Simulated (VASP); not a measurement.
Crystal: CoSi.

```
Si Co
1.0
     1.97736   -1.97738    0.00000
     1.97736    1.97738    0.00000
     0.00000    0.00000    2.80699
Si Co
1 1
Direct
  0.00000 0.00000 0.00000
  0.50000 0.50000 0.50000
```

| Item | Value |
| --- | --- |
| Program | VASP 6.6.1 |
| Task | relaxation of cell and atoms |
| Functional | PBEsol |
| Potentials or basis | VASP PAW PBE potentials, release 64 (Si, Co_sv) |
| Cutoff | 690 eV |
| k mesh | 8 × 8 × 8 |
| Occupations | gaussian, width 0.1 eV |
| Spin | collinear spin, ferromagnetic start |
| Starting moments | [0.0, 0.81] μB |

At the start: pressure -11.4 GPa; volume 10.98 Å³/atom.

Question: Where does the relaxation end?

Answer: Over 4 steps the energy falls by 19.6 meV/atom and the volume is 10.37 Å³/atom (-5.5 %); space group Pm-3m (No. 221, to 0.1 Å) before and after; moment 0.00 μB per cell.

Step by step:
```csv
step,energy change (eV),largest force (eV/Å),pressure (GPa),volume (Å³)
1,0.0000,0.0000,-11.38,21.95
2,0.0171,0.0000,16.50,19.57
3,-0.0391,0.0000,-0.91,20.81
4,-0.0393,0.0000,-0.09,20.74
```

Final structure:
```cif
data_structure
_symmetry_space_group_name_H-M 'P 1'
_symmetry_Int_Tables_number 1
_cell_length_a 2.7435
_cell_length_b 2.7435
_cell_length_c 2.7557
_cell_angle_alpha 90.000
_cell_angle_beta 90.000
_cell_angle_gamma 90.001
_cell_volume 20.74
loop_
_atom_site_label
_atom_site_type_symbol
_atom_site_fract_x
_atom_site_fract_y
_atom_site_fract_z
_atom_site_occupancy
Si1 Si 0.00000 0.00000 0.00000 1
Co1 Co 0.50000 0.50000 0.50000 1
```

Caveat: the moments typed at the start vanished in this run; the PAW data sets were made with another functional, which shifts forces and pressure a little.
